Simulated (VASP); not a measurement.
Input of a VASP 6.6.1 run:

The input INCAR:

```
ALGO     = Normal         # electronic algorithm
EDIFF    = 1E-6           # SCF threshold, eV
EFERMI   = MIDGAP       
ENCUT    = 590            # plane-wave cutoff, eV
GGA      = RE             # functional
GGA_COMPAT= False        
ISIF     = 0              # what is computed and relaxed
ISMEAR   = 0              # smearing method
LASPH    = True           # aspherical terms in the spheres
LCHARG   = False          # write CHGCAR
LREAL    = False          # projectors in reciprocal space
LWAVE    = False          # write WAVECAR
NBANDS   = 25             # bands
NELM     = 120            # most SCF steps
NELMDL   = -8           
PREC     = Accurate       # precision mode
SIGMA    = 0.03           # smearing width, eV
```

The input KPOINTS:

```
k-points
0
Gamma
  1 1 1
```

File POSCAR:

```
AlCl
1.0
    9.0000000000      0.0000000000      0.0000000000
    0.0000000000      9.0000000000      0.0000000000
    0.0000000000      0.0000000000     12.0000000000
Al Cl
1 1
Direct
    0.5014444400      0.5023333300      0.4140786200
    0.5014444400      0.5023333300      0.5949213700
```

Potentials or basis: VASP PAW PBE potentials, release 64 (Al, Cl).

Launch:

```bash
$ cat potpaw_PBE.64/Al/POTCAR potpaw_PBE.64/Cl/POTCAR > POTCAR
$ mpirun -np 1 vasp_gam > vasp.out
```

Question: Predict the gap between the frontier levels.

Answer: 3.73 eV.

Question: Predict the largest force.

Answer: 0.045 eV/Å.

Forces in eV/Å, atoms in the order of the input:
```
Al   0.000  0.000  0.045
Cl   0.000  0.000 -0.045
```

Caveat: the cell differs from its parent crystal (last atom moved by 0.04 Å along z); the PAW data sets were made with another functional, which shifts forces and pressure a little.
